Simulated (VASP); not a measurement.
GaSb, 2 atoms in the cell. It takes space group I-4m2 (No. 119, tetragonal). The conventional cell has a = 5.790 Å, b = 5.790 Å, c = 3.036 Å, α = 90.00°, β = 90.00°, γ = 90.00°. Ga (site symmetry -4m2) has 8 Sb at 2.99 to 3.68 Å and 2 Ga at 3.04 Å within 3.9 Å. Within 3.9 Å of Sb (site symmetry -4m2) lie 8 Ga at 2.99 to 3.68 Å and 2 Sb at 3.04 Å. 

- Program: VASP 6.6.1
- Task: single point
- Functional: PBE
- Potentials or basis: VASP PAW PBE potentials, release 64 (Ga_d, Sb)
- Cutoff: 520 eV
- k mesh: 16 × 16 × 16
- Occupations: gaussian, width 0.15 eV
- Spin: no spin polarisation
- Dipole correction: no
- Further INCAR settings: ALGO = Normal; EDIFF = 1e-06; NBANDS = 16

Potentials or basis: VASP PAW PBE potentials, release 64 (Ga_d, Sb).

Command:

```sh
$ cat potpaw_PBE.64/Ga_d/POTCAR potpaw_PBE.64/Sb/POTCAR > POTCAR
$ mpirun -np 1 vasp_std > vasp.out
```

Hardware: 1 thread of Intel Xeon 8259CL (shared host).

Q: How long does it take, and how much memory?

A: Wall time 2.8 min on 1 thread of Intel Xeon 8259CL, with other jobs on the host, peak memory 0.41 GiB. Counts: scf iterations 11, k points 349.
